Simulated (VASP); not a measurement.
Set up this calculation in VASP 6.6.1, as the native input.

```
Task                   : single point
Functional             : PBEsol
Potentials or basis    : VASP PAW PBE potentials, release 64 (Zr_sv, O)
Cutoff                 : 520 eV
k mesh                 : 9 × 9 × 8
Occupations            : gaussian, width 0.15 eV
Spin                   : no spin polarisation
Dipole correction      : no
Further INCAR settings : ALGO = Normal; EDIFF = 1e-07; NBANDS = 52
```

The structure of Zr3O lies in POSCAR:

```
Zr3O
1.0
    5.3613299101      0.0000000000      0.0000000000
   -2.6806649551      4.6430479003      0.0000000000
    0.0000000000      0.0000000000      5.5934754953
Zr O
6 2
Direct
    0.3126109405      0.0000000000      0.0000000000
    0.3126109405      0.3126109405      0.5000000000
    0.0000000000      0.3126109405      0.0000000000
    0.6873890595      0.0000000000      0.5000000000
    0.6873890595      0.6873890595      0.0000000000
    0.0000000000      0.6873890595      0.5000000000
    0.3333333333      0.6666666667      0.2500000000
    0.6666666667      0.3333333333      0.7500000000
```

This cell differs from its parent crystal: atoms shifted along a free coordinate, c/a of the conventional cell at fixed volume 1.0433.

One way to write it, as run:

INCAR

```
SYSTEM = Zr3O
ALGO = Normal
EDIFF = 1E-7
ENCUT = 520
GGA = PS
ISIF = 2
ISMEAR = 0
LASPH = .TRUE.
LCHARG = .FALSE.
LREAL = .FALSE.
LWAVE = .FALSE.
NBANDS = 52
NELM = 100
PREC = Accurate
SIGMA = 0.15
```

KPOINTS

```
k-points
0
G
  9 9 8
  0 0 0
```

Potentials or basis: VASP PAW PBE potentials, release 64 (Zr_sv, O).

Launch:

```bash
$ cat potpaw_PBE.64/Zr_sv/POTCAR potpaw_PBE.64/O/POTCAR > POTCAR
$ mpirun -np 1 vasp_std > vasp.out
```

Results of the run:

```
Pressure               : -1.0 GPa
Largest force          : 2.443 eV/Å
Band gap on the k mesh : zero (bands 42 and 43 overlap by 0.12 eV)
```

Caveat: the stress differs along the axes, from -10 to 3 GPa; the PAW data sets were made with another functional, which shifts forces and pressure a little.

It took 15 min on 1 thread of Intel Xeon 8259CL, on a shared host, peak memory 0.44 GiB.
